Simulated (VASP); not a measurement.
# Sb (R-3m) in VASP: single point with LDA

Aim: the single point of Sb with LDA.

All numbers are computed with VASP 6.6.1; they aren't measurements. Logs are shortened: lines on timing, memory, paths and dates and some standing lists are left out, and cuts for length are marked.

**1. The cell of the first run**

Symmetry: R-3m, No. 166, trigonal system. Conventional cell: a = 4.294 Å, b = 4.294 Å, c = 10.967 Å, α = 90.00°, β = 90.00°, γ = 120.00°. Sb (site symmetry 3m) has 6 Sb at 2.91 to 3.27 Å within 3.8 Å.

**2. Single point, LDA**

INCAR

```
SYSTEM = Sb
ALGO = Normal
EDIFF = 1E-6
ENCUT = 500
GGA = CA
GGA_COMPAT = .FALSE.
ISIF = 2
ISMEAR = 0
ISYM = 0
LASPH = .TRUE.
LCHARG = .FALSE.
LREAL = .FALSE.
LWAVE = .FALSE.
NBANDS = 22
NELM = 120
PREC = Accurate
SIGMA = 0.1
```

KPOINTS

```
k-points
0
G
  8 6 16
  0 0 0
```

POSCAR

```
Sb
1.0
    4.4169634005      0.0000000000      0.0000000000
    0.2429506900      6.1552418328      0.0000000000
   -2.0870063553      3.0776209164      2.1468850328
Sb
2
Direct
    0.4717538069      0.7358769035      0.0000000000
    0.5282461931      0.2641230965      0.0000000000
```

Potentials or basis: VASP PAW LDA potentials, release 64 (Sb_d_GW).

On the command line:

```
cat potpaw_LDA.64/Sb_d_GW/POTCAR > POTCAR
mpirun -np 1 vasp_std > vasp.out
```

OUTCAR:

```text
SYSTEM = Sb
   EDIFF = 1E-6
   ENCUT = 500
   GGA = CA
   ISIF = 2
   ISMEAR = 0
   ISYM = 0
   LASPH = .TRUE.
   LREAL = .FALSE.
   NELM = 120
   PREC = Accurate

 ion  position               nearest neighbor table
   1  0.472  0.736  0.000-   2 2.91   2 2.91   2 2.91   2 3.27   2 3.27   2 3.27
   2  0.528  0.264  0.000-   1 2.91   1 2.91   1 2.91   1 3.27   1 3.27   1 3.27

IMPORTANT INFORMATION: All symmetrisations will be switched off!
NOSYMM: (Re-)initialisation of all symmetry stuff for point group C_1.

----------------------------------------------------------------------------------------

                                     Primitive cell

  volume of cell :      58.3684

  direct lattice vectors                    reciprocal lattice vectors
     4.416963401  0.000000000  0.000000000     0.226399884 -0.008936125  0.232895564
     0.242950690  6.155241833  0.000000000     0.000000000  0.162463154 -0.232895564
    -2.087006355  3.077620916  2.146885033     0.000000000  0.000000000  0.465791127

  length of vectors
     4.416963401  6.160034664  4.293770066     0.324926307  0.283962357  0.465791127

  position of ions in fractional coordinates (direct lattice)
     0.471753807  0.735876903  0.000000000
     0.528246193  0.264123097  0.000000000

  ion indices of the primitive-cell ions
   primitive index   ion index
                 1           1
                 2           2

----------------------------------------------------------------------------------------

 KPOINTS: k-points

Automatic generation of k-mesh.
 Grid dimensions read from file:
 generate k-points for:    8    6   16

 Generating k-lattice:

  Cartesian coordinates                     Fractional coordinates (reciprocal lattice)
     0.028299985 -0.001117016  0.029111945     0.125000000  0.000000000  0.000000000
     0.000000000  0.027077192 -0.038815927     0.000000000  0.166666667  0.000000000
     0.000000000  0.000000000  0.029111945     0.000000000  0.000000000  0.062500000

  Length of vectors
     0.040615788  0.047327059  0.029111945

  Shift w.r.t. Gamma in fractional coordinates (k-lattice)
     0.000000000  0.000000000  0.000000000

 -----------------------------------------------------------------------------
|                                                                             |
|           W    W    AA    RRRRR   N    N  II  N    N   GGGG   !!!           |
|           W    W   A  A   R    R  NN   N  II  NN   N  G    G  !!!           |
|           W    W  A    A  R    R  N N  N  II  N N  N  G       !!!           |
|           W WW W  AAAAAA  RRRRR   N  N N  II  N  N N  G  GGG   !            |
|           WW  WW  A    A  R   R   N   NN  II  N   NN  G    G                |
|           W    W  A    A  R    R  N    N  II  N    N   GGGG   !!!           |
|                                                                             |
|     Your reciprocal lattice and k-lattice belong to different lattice       |
|     classes:                                                                |
|                                                                             |
|        The reciprocal lattice is rhombohedral (trigonal),                   |
|        whereas your k-lattice is triclinic.                                 |
|                                                                             |
|     Results are often still useful ...                                      |
|                                                                             |
 -----------------------------------------------------------------------------

 WARNING: IBZKPT: internal override: KBLOWUP is changed to .FALSE.
      ... skipping the blow-up phase ...

 Subroutine IBZKPT returns following result:
 ===========================================

 Found    388 irreducible k-points:

 Following reciprocal coordinates:
            Coordinates               Weight
  0.000000  0.000000  0.000000      1.000000
  0.125000  0.000000  0.000000      2.000000
  0.250000  0.000000  0.000000      2.000000
  0.375000  0.000000  0.000000      2.000000
  0.500000  0.000000  0.000000      1.000000
  0.000000  0.166667 -0.000000      2.000000
[... 16 lines left out ...]
  0.125000  0.500000  0.000000      2.000000
  0.250000  0.500000  0.000000      2.000000
 [... further k-points ...]
   k-points           NKPTS =    388   k-points in BZ     NKDIM =    388   number of bands    NBANDS=     22
   number of dos      NEDOS =    301   number of ions     NIONS =      2
   total plane-waves  NPLWV =  49152
   dimension x,y,z NGX =    32 NGY =   48 NGZ =   32
   dimension x,y,z NGXF=    64 NGYF=   96 NGZF=   64
   ions per type =               2
   NGX,Y,Z   is equivalent  to a cutoff of  12.04, 12.95, 12.39 a.u.
   NGXF,Y,Z  is equivalent  to a cutoff of  24.09, 25.91, 24.78 a.u.
 SYSTEM =  Sb
   PREC   = accura    normal or accurate (medium, high low for compatibility)
   ISTART =      0    job   : 0-new  1-cont  2-samecut
   ICHARG =      2    charge: 1-file 2-atom 10-const
   ISPIN  =      1    spin polarized calculation?
   LNONCOLLINEAR =      F non collinear calculations
   LSORBIT =      F    spin-orbit coupling
   LASPH  =      T    aspherical Exc in radial PAW
   ENCUT  =  500.0 eV  36.75 Ry    6.06 a.u.   8.05 11.23  7.83*2*pi/ulx,y,z
   NELM   =    120;   NELMIN=  2; NELMDL= -5     # of ELM steps
   EDIFF  = 0.1E-05   stopping-criterion for ELM
   LREAL  =      F    real-space projection
   EDIFFG = 0.1E-04   stopping-criterion for IOM
   NSW    =      0    number of steps for IOM
   IBRION =     -1    ionic relax: 0-MD 1-quasi-New 2-CG
   NFREE  =      0    steps in history (QN), initial steepest desc. (CG)
   ISIF   =      2    stress and relaxation
   ISYM   =      0    0-nonsym 1-usesym 2-fastsym
   POTIM  = 0.5000    time-step for ionic-motion
   TEBEG  =    0.0;   TEEND  =   0.0 temperature during run
   PSTRESS=    0.0 pullay stress
   NELECT =      30.0000    total number of electrons
   NUPDOWN=      -1.0000    fix difference up-down
   EMIN   =  10.00;   EMAX   =-10.00  energy-range for DOS
   EFERMI =   0.00;   METHOD = LEGACY
   ISMEAR =     0;   SIGMA  =   0.10  broadening in eV -4-tet -1-fermi 0-gaus
   EFERMI_NEDOS =   21; number of points for ismear=-14 and -15
   IALGO  =     38    algorithm
   IMIX   =      4    mixing-type and parameters
     AMIX     =   0.40;   BMIX     =  1.00
     AMIX_MAG =   1.60;   BMIX_MAG =  1.00
  volume/ion in A,a.u.               =      29.18       196.94
  Fermi-wavevector in a.u.,A,eV,Ry     =   1.311362  2.478115 23.397544  1.719671
  Thomas-Fermi vector in A             =   2.441829
   LORBIT       =      0    0 simple, 1 ext, 2 COOP (PROOUT), +10 PAW based schemes
   GGA     = CA    functional components
   LHFCALC =     F    Hartree Fock is set to
   AEXX    =    0.0000 exact exchange contribution
   IVDW    =     0    specifies the selected vdW correction
   LEPSILON=     F    determine dielectric tensor
   LRPA    =     F    only Hartree local field effects (RPA)
 non-spin polarized calculation
 Gauss-broadening in eV      SIGMA  =   0.10
  energy-cutoff  :      500.00
  volume of cell :       58.37
 maximum number of plane-waves:      1494
   NGX = 17   NGY = 23   NGZ = 15

 number of electron      30.0000006 magnetization

 Free energy of the ion-electron system (eV)
  ---------------------------------------------------
  ext. energy  EPLUGINS =         0.00000000
  ---------------------------------------------------
  free energy    TOTEN  =        -9.64075325 eV

  energy without entropy =       -9.63943500  energy(sigma->0) =       -9.64009412

 E-fermi :   5.3885     XC(G=0): -10.3188

 val. band max:        5.3564250940   @ k =   0.5000   0.5000   0.0625
 cond. band min:       5.4086378607   @ k =   0.5000   0.5000   0.0000
 fundamental gap:      0.0522127667
 Fermi energy:         5.3884709998

 k-point     1 :       0.0000    0.0000    0.0000
  band No.  band energies     occupation
      1     -23.8894      2.00000
      2     -23.8891      2.00000
      3     -23.7910      2.00000
      4     -23.7908      2.00000
      5     -23.7706      2.00000
      6     -23.6696      2.00000
[... 14 lines left out ...]
     21      10.6677      0.00000
     22      12.0145      0.00000

 k-point     2 :       0.1250    0.0000    0.0000
  band No.  band energies     occupation
      1     -23.8881      2.00000
      2     -23.8684      2.00000
      3     -23.7893      2.00000
      4     -23.7826      2.00000
      5     -23.7644      2.00000
      6     -23.6766      2.00000
[... 14 lines left out ...]
     21      11.2408      0.00000
     22      12.8664      0.00000

 k-point     3 :       0.2500    0.0000    0.0000
  band No.  band energies     occupation
      1     -23.8854      2.00000
      2     -23.8203      2.00000
      3     -23.7894      2.00000
      4     -23.7620      2.00000
      5     -23.7463      2.00000
      6     -23.6944      2.00000
[... 14 lines left out ...]
     21      12.8486      0.00000
     22      13.8490      0.00000

 k-point     4 :       0.3750    0.0000    0.0000
  band No.  band energies     occupation
      1     -23.8826      2.00000
      2     -23.7943      2.00000
      3     -23.7842      2.00000
      4     -23.7403      2.00000
      5     -23.7313      2.00000
      6     -23.7116      2.00000
[... 14 lines left out ...]
     21      14.7560      0.00000
     22      15.7326      0.00000

 k-point     5 :       0.5000    0.0000    0.0000
  band No.  band energies     occupation
      1     -23.8815      2.00000
      2     -23.7959      2.00000
      3     -23.7859      2.00000
      4     -23.7270      2.00000
      5     -23.7233      2.00000
      6     -23.7218      2.00000
[... 14 lines left out ...]
     21      15.6924      0.00000
     22      16.6730      0.00000

 k-point     6 :       0.0000    0.1667   -0.0000
  band No.  band energies     occupation
      1     -23.8755      2.00000
      2     -23.8719      2.00000
      3     -23.7846      2.00000
      4     -23.7816      2.00000
      5     -23.7627      2.00000
      6     -23.6774      2.00000
[... 14 lines left out ...]
     21      10.9001      0.00000
     22      13.9408      0.00000

 k-point     7 :       0.1250    0.1667   -0.0000
  band No.  band energies     occupation
      1     -23.8820      2.00000
      2     -23.8761      2.00000
      3     -23.7873      2.00000
      4     -23.7859      2.00000
      5     -23.7662      2.00000
      6     -23.6735      2.00000
[... 324 lines left out ...]
      6     -23.7143      2.00000
[... 14 lines left out ...]
     21      13.7889      0.00000
     22      16.5179      0.00000

 k-point    21 :      -0.1250    0.3333   -0.0000
  band No.  band energies     occupation
      1     -23.8399      2.00000
      2     -23.7787      2.00000
      3     -23.7706      2.00000
      4     -23.7420      2.00000
      5     -23.7325      2.00000
      6     -23.7208      2.00000
[... 14 lines left out ...]
     21      14.8465      0.00000
     22      15.0010      0.00000

 k-point    22 :       0.0000    0.5000    0.0000
  band No.  band energies     occupation
      1     -23.8202      2.00000
      2     -23.7770      2.00000
      3     -23.7621      2.00000
      4     -23.7451      2.00000
      5     -23.7308      2.00000
      6     -23.7221      2.00000
[... 14 lines left out ...]
     21      14.7244      0.00000
     22      14.7873      0.00000

 k-point    23 :       0.1250    0.5000    0.0000
  band No.  band energies     occupation
      1     -23.8209      2.00000
      2     -23.8165      2.00000
      3     -23.7626      2.00000
      4     -23.7494      2.00000
      5     -23.7353      2.00000
      6     -23.7098      2.00000
[... 14 lines left out ...]
     21      13.3980      0.00000
     22      15.0054      0.00000

 k-point    24 :       0.2500    0.5000    0.0000
  band No.  band energies     occupation
      1     -23.8439      2.00000
      2     -23.8222      2.00000
      3     -23.7645      2.00000
      4     -23.7632      2.00000
      5     -23.7467      2.00000
      6     -23.6906      2.00000
[... 14 lines left out ...]
     21      13.2334      0.00000
     22      14.5996      0.00000

 [... further k-points ...]

------------------------ aborting loop because EDIFF is reached ----------------------------------------

  FORCE on cell =-STRESS in cart. coord.  units (eV):
  Direction    XX          YY          ZZ          XY          YZ          ZX
  --------------------------------------------------------------------------------------
  -------------------------------------------------------------------------------------
  Total       -0.0029427     -0.0121506      0.0050511     -0.0004803      0.0055005      0.0015133
  in kB       -0.0807741     -0.3335278      0.1386490     -0.0131837      0.1509864      0.0415402
  external PRESSURE =      -0.0918843 kB  Pullay stress =       0.0000000 kB

 VOLUME and BASIS-vectors are now :
 -----------------------------------------------------------------------------
  energy-cutoff  :      500.00
  volume of cell :       58.37
      direct lattice vectors                 reciprocal lattice vectors
     4.416963401  0.000000000  0.000000000     0.226399884 -0.008936125  0.232895564
     0.242950690  6.155241833  0.000000000     0.000000000  0.162463154 -0.232895564
    -2.087006355  3.077620916  2.146885033     0.000000000  0.000000000  0.465791127

 POSITION                                       TOTAL-FORCE (eV/Angst)
 -----------------------------------------------------------------------------------
      2.26250      4.52950      0.00000         0.040017     -0.002005     -0.007007
      2.39741      1.62574      0.00000        -0.040017      0.002005      0.007007
 -----------------------------------------------------------------------------------
    total drift:                                0.000070     -0.000014     -0.000035

  FREE ENERGIE OF THE ION-ELECTRON SYSTEM (eV)
  ---------------------------------------------------
  free  energy   TOTEN  =        -9.6407532480 eV

  energy  without entropy=       -9.6394350001  energy(sigma->0) =       -9.64009412
```

Run time: 8.8 min. Hardware: 1 thread of Intel Xeon Platinum 8259CL at 2.50GHz (Skylake/Cascade Lake), shared host; peak memory 0.55 GiB.

What came out:

```yaml
Free_energy: -9.6408 eV
Pressure: 0.0 GPa
Largest_force: 0.041 eV/Å
Band_gap_on_the_k_mesh: zero (bands 15 and 16 overlap by 0.20 eV)
```

Forces on the atoms (eV/Å):
```
Sb   0.040 -0.002 -0.007
Sb  -0.040  0.002  0.007
```

Caveat: spin-orbit coupling is left out, which moves the levels of the heavy elements.

The gap in the log of VASP goes by the Fermi energy; the results here count the filled bands.